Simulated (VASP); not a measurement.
# CsCd (CsCl type) (Pm-3m) in VASP: electric field gradients with PBE

Aim: the electric field gradients of CsCd (CsCl type) with PBE.

Everything below comes from runs of VASP 6.6.1. Logs are shortened: lines on timing, memory, paths and dates and some standing lists are left out, and cuts for length are marked.

### Step 1. The cell of the first run

The structure is cubic, space group Pm-3m (No. 221). The conventional cell has a = 4.732 Å, b = 4.732 Å, c = 4.732 Å, α = 90.00°, β = 90.00°, γ = 90.00°. Within 5.4 Å of Cs (site symmetry m-3m) lie 8 Cd at 4.10 Å and 6 Cs at 4.73 Å. Within 5.4 Å of Cd (site symmetry m-3m) lie 8 Cs at 4.10 Å and 6 Cd at 4.73 Å.

### Step 2. Electric field gradients, PBE

INCAR reads:

```
ALGO = Normal
EDIFF = 1E-8
ENCUT = 520
GGA = PE
ISIF = 2
ISMEAR = -1
LASPH = True
LCHARG = False
LEFG = True
LREAL = False
LWAVE = False
NBANDS = 18
NELM = 60
PREC = Accurate
SIGMA = 0.05
```

KPOINTS reads:

```
k-points
0
Gamma
  8 8 8
```

POSCAR reads:

```
CsCd
1.0
    4.7318550046      0.0000000000      0.0000000000
    0.0000000000      4.7318550046      0.0000000000
    0.0000000000      0.0000000000      4.7318550046
Cs Cd
1 1
Direct
    0.0000000000      0.0000000000      0.0000000000
    0.5000000000      0.5000000000      0.5000000000
```

Potentials or basis: VASP PAW PBE potentials, release 64 (Cs_sv, Cd).

Launch:

```bash
> cat potpaw_PBE.64/Cs_sv/POTCAR potpaw_PBE.64/Cd/POTCAR > POTCAR
> mpirun -np 1 vasp_std > vasp.out
```

OUTCAR:

```text
EDIFF = 1E-8
   ENCUT = 520
   GGA = PE
   ISIF = 2
   ISMEAR = -1
   LASPH = True
   LREAL = False
   NELM = 60
   PREC = Accurate

 ion  position               nearest neighbor table
   1  0.000  0.000  0.000-
   2  0.500  0.500  0.500-

  LATTYP: Found a simple cubic cell.
 ALAT       =     4.7318550046

  Lattice vectors:

 A1 = (   4.7318550046,   0.0000000000,   0.0000000000)
 A2 = (   0.0000000000,   4.7318550046,   0.0000000000)
 A3 = (   0.0000000000,   0.0000000000,   4.7318550046)

Analysis of symmetry for initial positions (statically):
=====================================================================
 Subroutine PRICEL returns:
 Original cell was already a primitive cell.

 Routine SETGRP: Setting up the symmetry group for a
 simple cubic supercell.

 Subroutine GETGRP returns: Found 48 space group operations
 (whereof 48 operations were pure point group operations)
 out of a pool of 48 trial point group operations.

The static configuration has the point symmetry O_h .

Analysis of symmetry for dynamics (positions and initial velocities):
=====================================================================
 Subroutine PRICEL returns:
 Original cell was already a primitive cell.

 Routine SETGRP: Setting up the symmetry group for a
 simple cubic supercell.

 Subroutine GETGRP returns: Found 48 space group operations
 (whereof 48 operations were pure point group operations)
 out of a pool of 48 trial point group operations.

The dynamic configuration has the point symmetry O_h .

 Subroutine INISYM returns: Found 48 space group operations
 (whereof 48 operations are pure point group operations),
 and found     1 'primitive' translations

----------------------------------------------------------------------------------------

                                     Primitive cell

  volume of cell :     105.9484

  direct lattice vectors                    reciprocal lattice vectors
     4.731855005  0.000000000  0.000000000     0.211333610  0.000000000  0.000000000
     0.000000000  4.731855005  0.000000000     0.000000000  0.211333610  0.000000000
     0.000000000  0.000000000  4.731855005     0.000000000  0.000000000  0.211333610

  length of vectors
     4.731855005  4.731855005  4.731855005     0.211333610  0.211333610  0.211333610

  position of ions in fractional coordinates (direct lattice)
     0.000000000  0.000000000  0.000000000
     0.500000000  0.500000000  0.500000000

  ion indices of the primitive-cell ions
   primitive index   ion index
                 1           1
                 2           2

----------------------------------------------------------------------------------------

 KPOINTS: k-points

Automatic generation of k-mesh.
 Grid dimensions read from file:
 generate k-points for:    8    8    8

 Generating k-lattice:

  Cartesian coordinates                     Fractional coordinates (reciprocal lattice)
     0.026416701  0.000000000  0.000000000     0.125000000  0.000000000  0.000000000
     0.000000000  0.026416701  0.000000000     0.000000000  0.125000000  0.000000000
     0.000000000  0.000000000  0.026416701     0.000000000  0.000000000  0.125000000

  Length of vectors
     0.026416701  0.026416701  0.026416701

  Shift w.r.t. Gamma in fractional coordinates (k-lattice)
     0.000000000  0.000000000  0.000000000

 Subroutine IBZKPT returns following result:
 ===========================================

 Found     35 irreducible k-points:

 Following reciprocal coordinates:
            Coordinates               Weight
  0.000000  0.000000  0.000000      1.000000
  0.125000  0.000000  0.000000      6.000000
  0.250000  0.000000  0.000000      6.000000
  0.375000  0.000000  0.000000      6.000000
  0.500000  0.000000  0.000000      3.000000
  0.125000  0.125000  0.000000     12.000000
[... 16 lines left out ...]
  0.375000  0.375000  0.125000     24.000000
  0.500000  0.375000  0.125000     24.000000
 [... further k-points ...]
   k-points           NKPTS =     35   k-points in BZ     NKDIM =     35   number of bands    NBANDS=     18
   number of dos      NEDOS =    301   number of ions     NIONS =      2
   total plane-waves  NPLWV =  46656
   dimension x,y,z NGX =    36 NGY =   36 NGZ =   36
   dimension x,y,z NGXF=    72 NGYF=   72 NGZF=   72
   ions per type =               1   1
   NGX,Y,Z   is equivalent  to a cutoff of  12.65, 12.65, 12.65 a.u.
   NGXF,Y,Z  is equivalent  to a cutoff of  25.30, 25.30, 25.30 a.u.
 SYSTEM =  unknown system
   PREC   = accura    normal or accurate (medium, high low for compatibility)
   ISTART =      0    job   : 0-new  1-cont  2-samecut
   ICHARG =      2    charge: 1-file 2-atom 10-const
   ISPIN  =      1    spin polarized calculation?
   LNONCOLLINEAR =      F non collinear calculations
   LSORBIT =      F    spin-orbit coupling
   LASPH  =      T    aspherical Exc in radial PAW
   ENCUT  =  520.0 eV  38.22 Ry    6.18 a.u.   8.80  8.80  8.80*2*pi/ulx,y,z
   NELM   =     60;   NELMIN=  2; NELMDL= -5     # of ELM steps
   EDIFF  = 0.1E-07   stopping-criterion for ELM
   LREAL  =      F    real-space projection
   EDIFFG = 0.1E-06   stopping-criterion for IOM
   NSW    =      0    number of steps for IOM
   IBRION =     -1    ionic relax: 0-MD 1-quasi-New 2-CG
   NFREE  =      0    steps in history (QN), initial steepest desc. (CG)
   ISIF   =      2    stress and relaxation
   ISYM   =      2    0-nonsym 1-usesym 2-fastsym
   POTIM  = 0.5000    time-step for ionic-motion
   TEBEG  =    0.0;   TEEND  =   0.0 temperature during run
   PSTRESS=    0.0 pullay stress
   NELECT =      21.0000    total number of electrons
   NUPDOWN=      -1.0000    fix difference up-down
   EMIN   =  10.00;   EMAX   =-10.00  energy-range for DOS
   EFERMI =   0.00;   METHOD = LEGACY
   ISMEAR =    -1;   SIGMA  =   0.05  broadening in eV -4-tet -1-fermi 0-gaus
   EFERMI_NEDOS =   21; number of points for ismear=-14 and -15
   IALGO  =     38    algorithm
   IMIX   =      4    mixing-type and parameters
     AMIX     =   0.40;   BMIX     =  1.00
     AMIX_MAG =   1.60;   BMIX_MAG =  1.00
  volume/ion in A,a.u.               =      52.97       357.49
  Fermi-wavevector in a.u.,A,eV,Ry     =   0.954516  1.803774 12.396276  0.911101
  Thomas-Fermi vector in A             =   2.083270
   LORBIT       =      0    0 simple, 1 ext, 2 COOP (PROOUT), +10 PAW based schemes
   GGA     = PE    functional components
   LHFCALC =     F    Hartree Fock is set to
   AEXX    =    0.0000 exact exchange contribution
   IVDW    =     0    specifies the selected vdW correction
   LEPSILON=     F    determine dielectric tensor
   LRPA    =     F    only Hartree local field effects (RPA)
 non-spin polarized calculation
  energy-cutoff  :      520.00
  volume of cell :      105.95
 maximum number of plane-waves:      2897
 NGX is ok and might be reduce to    36
   NGX = 17   NGY = 17   NGZ = 17

 number of electron      21.0000009 magnetization

 Free energy of the ion-electron system (eV)
  ---------------------------------------------------
  ext. energy  EPLUGINS =         0.00000000
  ---------------------------------------------------
  free energy    TOTEN  =        -1.55206406 eV

  energy without entropy =       -1.53394776  energy(sigma->0) =       -1.54300591

 E-fermi :   1.3117     XC(G=0):  -7.3741

 val. band max:        1.2471413572   @ k =   0.5000   0.3750   0.3750
 cond. band min:       1.3420295343   @ k =   0.3750   0.3750   0.3750
 fundamental gap:      0.0948881771
 Fermi energy:         1.3117265258

 k-point     1 :       0.0000    0.0000    0.0000
  band No.  band energies     occupation
      1     -21.8627      2.00000
      2      -8.5876      2.00000
      3      -8.5876      2.00000
      4      -8.5876      2.00000
      5      -7.6541      2.00000
      6      -7.6541      2.00000
[... 10 lines left out ...]
     17       6.4626      0.00000
     18       6.4626      0.00000

 k-point     2 :       0.1250    0.0000    0.0000
  band No.  band energies     occupation
      1     -21.8605      2.00000
      2      -8.6417      2.00000
      3      -8.5872      2.00000
      4      -8.5872      2.00000
      5      -7.6536      2.00000
      6      -7.6463      2.00000
[... 10 lines left out ...]
     17       6.4887      0.00000
     18       6.6305      0.00000

 k-point     3 :       0.2500    0.0000    0.0000
  band No.  band energies     occupation
      1     -21.8552      2.00000
      2      -8.7662      2.00000
      3      -8.5863      2.00000
      4      -8.5863      2.00000
      5      -7.6523      2.00000
      6      -7.6282      2.00000
[... 10 lines left out ...]
     17       7.0667      0.00000
     18       7.0667      0.00000

 k-point     4 :       0.3750    0.0000    0.0000
  band No.  band energies     occupation
      1     -21.8498      2.00000
      2      -8.8832      2.00000
      3      -8.5855      2.00000
      4      -8.5855      2.00000
      5      -7.6511      2.00000
      6      -7.6230      2.00000
[... 10 lines left out ...]
     17       6.7374      0.00000
     18       7.7079      0.00000

 k-point     5 :       0.5000    0.0000    0.0000
  band No.  band energies     occupation
      1     -21.8477      2.00000
      2      -8.9298      2.00000
      3      -8.5852      2.00000
      4      -8.5852      2.00000
      5      -7.6505      2.00000
      6      -7.6227      2.00000
[... 10 lines left out ...]
     17       7.0588      0.00000
     18       7.2430      0.00000

 k-point     6 :       0.1250    0.1250    0.0000
  band No.  band energies     occupation
      1     -21.8583      2.00000
      2      -8.6491      2.00000
      3      -8.6290      2.00000
      4      -8.5856      2.00000
      5      -7.6498      2.00000
      6      -7.6425      2.00000
[... 307 lines left out ...]
 k-point    21 :       0.3750    0.2500    0.1250
  band No.  band energies     occupation
      1     -21.8406      2.00000
      2      -8.8422      2.00000
      3      -8.7210      2.00000
      4      -8.6059      2.00000
      5      -7.6366      2.00000
      6      -7.6333      2.00000
[... 10 lines left out ...]
     17       6.7648      0.00000
     18       7.0356      0.00000

 k-point    22 :       0.5000    0.2500    0.1250
  band No.  band energies     occupation
      1     -21.8385      2.00000
      2      -8.8834      2.00000
      3      -8.7157      2.00000
      4      -8.6008      2.00000
      5      -7.6397      2.00000
      6      -7.6332      2.00000
[... 10 lines left out ...]
     17       7.1831      0.00000
     18       7.7638      0.00000

 k-point    23 :       0.3750    0.3750    0.1250
  band No.  band energies     occupation
      1     -21.8355      2.00000
      2      -8.8257      2.00000
      3      -8.8123      2.00000
      4      -8.5912      2.00000
      5      -7.6426      2.00000
      6      -7.6291      2.00000
[... 10 lines left out ...]
     17       6.8486      0.00000
     18       7.0431      0.00000

 k-point    24 :       0.5000    0.3750    0.1250
  band No.  band energies     occupation
      1     -21.8334      2.00000
      2      -8.8584      2.00000
      3      -8.8097      2.00000
      4      -8.5849      2.00000
      5      -7.6439      2.00000
      6      -7.6304      2.00000
[... 10 lines left out ...]
     17       7.1881      0.00000
     18       7.2197      0.00000

 [... further k-points ...]

------------------------ aborting loop because EDIFF is reached ----------------------------------------

  FORCE on cell =-STRESS in cart. coord.  units (eV):
  Direction    XX          YY          ZZ          XY          YZ          ZX
  --------------------------------------------------------------------------------------
  -------------------------------------------------------------------------------------
  Total       -0.0042639     -0.0042639     -0.0042639      0.0000000     -0.0000000     -0.0000000
  in kB       -0.0644796     -0.0644796     -0.0644796      0.0000000     -0.0000000     -0.0000000
  external PRESSURE =      -0.0644796 kB  Pullay stress =       0.0000000 kB

 VOLUME and BASIS-vectors are now :
 -----------------------------------------------------------------------------
  energy-cutoff  :      520.00
  volume of cell :      105.95
      direct lattice vectors                 reciprocal lattice vectors
     4.731855005  0.000000000  0.000000000     0.211333610  0.000000000  0.000000000
     0.000000000  4.731855005  0.000000000     0.000000000  0.211333610  0.000000000
     0.000000000  0.000000000  4.731855005     0.000000000  0.000000000  0.211333610

 POSITION                                       TOTAL-FORCE (eV/Angst)
 -----------------------------------------------------------------------------------
      0.00000      0.00000      0.00000         0.000000      0.000000      0.000000
      2.36593      2.36593      2.36593         0.000000      0.000000      0.000000
 -----------------------------------------------------------------------------------
    total drift:                                0.000000      0.000000      0.000000

  FREE ENERGIE OF THE ION-ELECTRON SYSTEM (eV)
  ---------------------------------------------------
  free  energy   TOTEN  =        -1.5520640615 eV

  energy  without entropy=       -1.5339477618  energy(sigma->0) =       -1.54300591

 Electric field gradients (V/A^2)
---------------------------------------------------------------------
 ion       V_xx      V_yy      V_zz      V_xy      V_xz      V_yz
---------------------------------------------------------------------
   1      -0.000    -0.000    -0.000     0.000     0.000     0.000
   2      -0.000    -0.000    -0.000    -0.000    -0.000    -0.000
---------------------------------------------------------------------

 Electric field gradients after diagonalization (V/A^2)
 (convention: |V_zz| > |V_xx| > |V_yy|)
----------------------------------------------------------------------
 ion       V_xx      V_yy      V_zz     asymmetry (V_yy - V_xx)/ V_zz
----------------------------------------------------------------------
   1      -0.000    -0.000    -0.000      -0.324
   2      -0.000    -0.000    -0.000      -0.039
----------------------------------------------------------------------

           NMR quadrupolar parameters

 Cq : quadrupolar parameter    Cq=e*Q*V_zz/h
 eta: asymmetry parameters     (V_yy - V_xx)/ V_zz
 Q  : nuclear electric quadrupole moment in mb (millibarn)
----------------------------------------------------------------------
 ion       Cq(MHz)       eta       Q (mb)
----------------------------------------------------------------------
   1      -0.000      -0.324       1.000
   2      -0.000      -0.039       1.000
----------------------------------------------------------------------
```

Wall time 2.1 min (1 thread of AMD EPYC 7R13, shared host); peak memory 0.21 GiB.

Results:

```yaml
Free_energy: -1.5521 eV
Pressure: 0.0 GPa
```

Caveat: without QUAD_EFG the Cq values of the log hold for a quadrupole moment of 1 mb, not for the nuclei; spin-orbit coupling is left out, which moves the levels of the heavy elements.
